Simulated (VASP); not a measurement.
A run of VASP 6.6.1 is set up as follows.

The input INCAR:

```
PREC     = Accurate       # precision mode
ENCUT    = 520            # plane-wave cutoff, eV
EDIFF    = 1E-6           # SCF threshold, eV
ISMEAR   = -1             # smearing method
SIGMA    = 0.1            # smearing width, eV
LREAL    = False          # projectors in reciprocal space
LASPH    = True           # aspherical terms in the spheres
NELM     = 60             # most SCF steps
ALGO     = Normal         # electronic algorithm
ISIF     = 2              # what is computed and relaxed
LWAVE    = False          # write WAVECAR
LCHARG   = False          # write CHGCAR
GGA      = CA             # functional
NBANDS   = 19             # bands
```

File KPOINTS:

```
regular mesh
0
Gamma
  9 9 9
```

File POSCAR:

```
YTl
1.0
    3.6317178078      0.0000000000      0.0000000000
    0.0000000000      3.6317178078      0.0000000000
    0.0000000000      0.0000000000      3.6317178078
Y Tl
1 1
Direct
    0.5000000000      0.5000000000      0.5000000000
    0.0000000000      0.0000000000      0.0000000000
```

Potentials or basis: VASP PAW LDA potentials, release 64 (Y_sv, Tl_d).

Run with:

```sh
$ cat potpaw_LDA.64/Y_sv/POTCAR potpaw_LDA.64/Tl_d/POTCAR > POTCAR
$ mpirun -np 1 vasp_std > vasp.out
```

**Question.** Predict the pressure.

**Answer.** 4.1 GPa.

**Question.** Estimate the band gap on the k mesh.

**Answer.** Zero (bands 12 and 13 overlap by 2.02 eV).

Caveat: the cell stands under pressure; spin-orbit coupling is left out, which moves the levels of the heavy elements.
